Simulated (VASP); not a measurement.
Set up this calculation in VASP 6.6.1, as the native input.

```
Task                   : single point
Functional             : LDA
Potentials or basis    : VASP PAW LDA potentials, release 64 (Ga_d, Sb)
Cutoff                 : 520 eV
k mesh                 : 10 × 10 × 10
Occupations            : gaussian, width 0.15 eV
Spin                   : no spin polarisation
Dipole correction      : no
Further INCAR settings : ALGO = Normal; EDIFF = 1e-07; NBANDS = 22
```

The structure of GaSb3 lies in POSCAR:

```
GaSb3
1.0
    0.0000000000      3.4948424896      3.7866618375
    3.4948424896      0.0000000000      3.7866618375
    3.4948424896      3.4948424896      0.0000000000
Ga Sb
1 3
Direct
    0.0000000000      0.0000000000      0.0000000000
    0.2500000000      0.2500000000      0.2500000000
    0.7500000000      0.7500000000      0.7500000000
    0.5000000000      0.5000000000      0.5000000000
```

This cell differs from its parent crystal: volume 23.125 Å^3 an atom, c/a of the conventional cell 1.0835.

One way to write it, as run:

INCAR

```
ALGO = Normal
EDIFF = 1E-7
ENCUT = 520
GGA = CA
ISIF = 2
ISMEAR = 0
LASPH = T
LCHARG = F
LREAL = F
LWAVE = F
NBANDS = 22
NELM = 100
PREC = Accurate
SIGMA = 0.15
```

KPOINTS

```
k-points
0
Gamma
  10 10 10
```

Potentials or basis: VASP PAW LDA potentials, release 64 (Ga_d, Sb).

Launch:

```sh
$ cat potpaw_LDA.64/Ga_d/POTCAR potpaw_LDA.64/Sb/POTCAR > POTCAR
$ mpirun -np 1 vasp_std > vasp.out
```

Results of the run:

| Property | Result |
| --- | --- |
| Pressure | 2.5 GPa |
| Band gap on the k mesh | zero (band 14 reaches 10.87 eV, above the bottom of band 15 at 6.24 eV) |

Caveat: spin-orbit coupling is left out, which moves the levels of the heavy elements.

Run time: 2.4 min on 1 thread of Intel(R) Xeon(R) Platinum 8259CL CPU @ 2.50GHz (Skylake/Cascade Lake) (shared host), peak memory 0.33 GiB.
